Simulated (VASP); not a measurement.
Wanted: the native input for a VASP 6.6.1 run.

| Item | Value |
| --- | --- |
| Task | single point |
| Functional | PBEsol |
| Potentials or basis | VASP PAW PBE potentials, release 64 (Sn_d, Se) |
| Cutoff | 520 eV |
| k mesh | 8 × 8 × 8 |
| Occupations | fermi-dirac, width 0.02 eV |
| Spin | no spin polarisation |
| Dipole correction | no |
| Further INCAR settings | ALGO = Normal; EDIFF = 1e-06; NBANDS = 17 |

The structure of SnSe lies in POSCAR:

```
SnSe
1.0
    0.0000000000      2.9727546659      2.9727546659
    2.9727546659      0.0000000000      2.9727546659
    2.9727546659      2.9727546659      0.0000000000
Sn Se
1 1
Direct
    0.0000000000      0.0000000000      0.0000000000
    0.5000000000      0.5000000000      0.5000000000
```

The input as run:

INCAR

```
PREC = Accurate
ENCUT = 520
EDIFF = 1E-6
ISMEAR = -1
SIGMA = 0.02
LREAL = F
LASPH = T
NELM = 100
ALGO = Normal
ISIF = 2
LWAVE = F
LCHARG = T
GGA = PS
LELF = T
LVHAR = T
NBANDS = 17
```

KPOINTS

```
Automatic mesh
0
Gamma
  8 8 8
```

Potentials or basis: VASP PAW PBE potentials, release 64 (Sn_d, Se).

Run with:

```sh
$ cat potpaw_PBE.64/Sn_d/POTCAR potpaw_PBE.64/Se/POTCAR > POTCAR
$ mpirun -np 1 vasp_std > vasp.out
```

Results of the run:

| Item | Value |
| --- | --- |
| Pressure | 0.0 GPa |
| Band gap on the k mesh | 0.75 eV, indirect (least direct gap 0.82 eV) |

Caveat: the PAW data sets were made with another functional, which shifts forces and pressure a little; spin-orbit coupling is left out, which moves the levels of the heavy elements.

It took 17 s on 1 thread of Intel(R) Xeon(R) Platinum 8259CL CPU @ 2.50GHz (Skylake/Cascade Lake), with other jobs on the host, peak memory 0.18 GiB.
